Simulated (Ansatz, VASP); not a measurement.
**Mg16CO in VASP and in Ansatz**

INCAR

```
SYSTEM = Mg16CO
ALGO     = Normal         ! electronic algorithm
DIPOL    = 0.5 0.5 0.327
EDIFF    = 1E-7           ! SCF threshold, eV
ENCUT    = 520            ! plane-wave cutoff, eV
GGA      = PE             ! functional
IDIPOL   = 3            
ISIF     = 2              ! what is computed and relaxed
ISMEAR   = 0              ! smearing method
IVDW     = 12             ! dispersion correction
LASPH    = .TRUE.         ! aspherical terms in the spheres
LCHARG   = .TRUE.         ! write CHGCAR
LDIPOL   = .TRUE.       
LELF     = .TRUE.         ! ELF
LREAL    = Auto         
LVACPOTAV= .TRUE.       
LVHAR    = .TRUE.       
LWAVE    = .FALSE.        ! write WAVECAR
NBANDS   = 36             ! bands
NELM     = 60             ! most SCF steps
PREC     = Accurate       ! precision mode
SIGMA    = 0.1            ! smearing width, eV
```

KPOINTS

```
k-points
0
G
  6 6 1
  0 0 0
```

File POSCAR:

```
Mg16CO
1.0
    6.3015062463      0.0000000000      0.0000000000
   -3.1507531232      5.4572644914      0.0000000000
    0.0000000000      0.0000000000     26.3584034914
Mg O C
16 1 1
Direct
    0.3333333333      0.1666666667      0.1517542594
    0.3333333333      0.6666666667      0.1517542594
    0.8333333333      0.1666666667      0.1517542594
    0.8333333333      0.6666666667      0.1517542594
    0.1666666667      0.3333333333      0.2475244132
    0.1666666667      0.8333333333      0.2475244132
    0.6666666667      0.3333333333      0.2475244132
    0.6666666667      0.8333333333      0.2475244132
    0.3333333333      0.1666666667      0.3421844648
    0.3333333333      0.6666666667      0.3421844648
    0.8333333333      0.1666666667      0.3421844648
    0.8333333333      0.6666666667      0.3421844648
    0.1666666667      0.3333333333      0.4404061686
    0.1666666667      0.8333333333      0.4404061686
    0.6666666667      0.3333333333      0.4404061686
    0.6666666667      0.8333333333      0.4404061686
    0.1666666667      0.3333333333      0.5542218631
    0.1666666667      0.3333333333      0.5978512127
```

Input for Ansatz:

```yaml
crystal:
  lattice:
    - [6.3015062463, 0.0, 0.0]
    - [-3.1507531232, 5.4572644914, 0.0]
    - [0.0, 0.0, 26.3584034914]
  atoms:
    - { symbol: Mg, position: [0.3333333333, 0.1666666667, 0.1517542594] }
    - { symbol: Mg, position: [0.3333333333, 0.6666666667, 0.1517542594] }
    - { symbol: Mg, position: [0.8333333333, 0.1666666667, 0.1517542594] }
    - { symbol: Mg, position: [0.8333333333, 0.6666666667, 0.1517542594] }
    - { symbol: Mg, position: [0.1666666667, 0.3333333333, 0.2475244132] }
    - { symbol: Mg, position: [0.1666666667, 0.8333333333, 0.2475244132] }
    - { symbol: Mg, position: [0.6666666667, 0.3333333333, 0.2475244132] }
    - { symbol: Mg, position: [0.6666666667, 0.8333333333, 0.2475244132] }
    - { symbol: Mg, position: [0.3333333333, 0.1666666667, 0.3421844648] }
    - { symbol: Mg, position: [0.3333333333, 0.6666666667, 0.3421844648] }
    - { symbol: Mg, position: [0.8333333333, 0.1666666667, 0.3421844648] }
    - { symbol: Mg, position: [0.8333333333, 0.6666666667, 0.3421844648] }
    - { symbol: Mg, position: [0.1666666667, 0.3333333333, 0.4404061686] }
    - { symbol: Mg, position: [0.1666666667, 0.8333333333, 0.4404061686] }
    - { symbol: Mg, position: [0.6666666667, 0.3333333333, 0.4404061686] }
    - { symbol: Mg, position: [0.6666666667, 0.8333333333, 0.4404061686] }
    - { symbol: O, position: [0.1666666667, 0.3333333333, 0.5542218631] }
    - { symbol: C, position: [0.1666666667, 0.3333333333, 0.5978512127] }
basis:
  ecutwfc: 420
kpoints:
  mp_grid: { grid: [6, 6, 1] }
hamiltonian:
  xc: pbe
  dispersion: d3bj
scf:
  occupations: { method: gaussian, width: 0.1 }
output:
  forces: true
  eigenvalues: true
efield:
  axis: 3
  dipole_correction: true
  ramp_width: 0.04
```

Alike in both runs: task single point; functional PBE; dispersion D3(BJ); k mesh 6 × 6 × 1; occupations gaussian, width 0.1 eV; no spin polarisation.

```csv
,VASP,Ansatz
version,VASP 6.6.1,Ansatz 0.2.0
potentials or method,"VASP PAW PBE potentials, release 64 (Mg, O, C), cutoff 520 eV","scalar-relativistic, plane waves, PAW"
valence electrons in the cell,42,170
```

VASP gave:

| Item | Value |
| --- | --- |
| gap on the k mesh at the Fermi level (eV) | none |
| rms of the force components (eV/Å) | 0.128 |
| work function, face that differs most (eV) | 3.75 |

**Question.** Which values does Ansatz return?

**Answer.** gap on the k mesh at the Fermi level (eV): none; rms of the force components (eV/Å): 0.285; work function, face that differs most (eV): 3.76.

Atom by atom the forces differ by 0.163 eV/Å (rms over components). A gap of «none» marks a metal or a gap that the smearing closes. One of these differences is far larger than is usual between the two programs; its cause wasn't traced. VASP's potentials hold 42 valence electrons a cell and Ansatz's 170, so a difference there can come from the potentials and not from the codes.

Noted on VASP's run: the standard files for N, O and F lose accuracy on very short bonds.
